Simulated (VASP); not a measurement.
Set up this calculation in VASP 6.6.1, as the native input.

* Task: single point
* Functional: PBE
* Potentials or basis: VASP PAW PBE potentials, release 64 (Ca_sv, S)
* Cutoff: 500 eV
* k mesh: 7 × 7 × 7
* Occupations: fermi-dirac, width 0.01 eV
* Spin: no spin polarisation
* Dipole correction: no
* Further INCAR settings: ALGO = Normal; EDIFF = 1e-06; NBANDS = 15

The structure of CaS lies in POSCAR:

```
CaS
1.0
   -0.0142150000      2.8430000000      2.8430000000
    2.8430000000     -0.0142150000      2.8430000000
    2.8287850000      2.8287850000      0.0000000000
Ca S
1 1
Direct
    0.0000000000      0.0000000000      0.0000000000
    0.5000000000      0.5000000000      0.5000000000
```

This cell differs from its parent crystal: xy shear strain of -1 %.

One way to write it, as run:

INCAR

```
ALGO = Normal
EDIFF = 1E-6
ENCUT = 500
GGA = PE
GGA_COMPAT = False
ISIF = 2
ISMEAR = -1
LASPH = True
LCHARG = True
LELF = True
LREAL = False
LVHAR = True
LWAVE = False
NBANDS = 15
NELM = 120
PREC = Accurate
SIGMA = 0.01
```

KPOINTS

```
k-points
0
Gamma
  7 7 7
```

Potentials or basis: VASP PAW PBE potentials, release 64 (Ca_sv, S).

Command:

```bash
$ cat potpaw_PBE.64/Ca_sv/POTCAR potpaw_PBE.64/S/POTCAR > POTCAR
$ mpirun -np 1 vasp_std > vasp.out
```

Results of the run:

```yaml
Pressure: 1.0 GPa
Band_gap_on_the_k_mesh: 2.39 eV (least direct gap 3.16 eV)
```

Caveat: the cell differs from its parent crystal (xy shear strain of -1 %); an odd mesh through Γ misses points on the zone boundary, where band edges can lie.

Run time: 49 s on 1 thread of Intel(R) Xeon(R) Platinum 8259CL CPU @ 2.50GHz (Skylake/Cascade Lake) (shared host), peak memory 0.19 GiB.
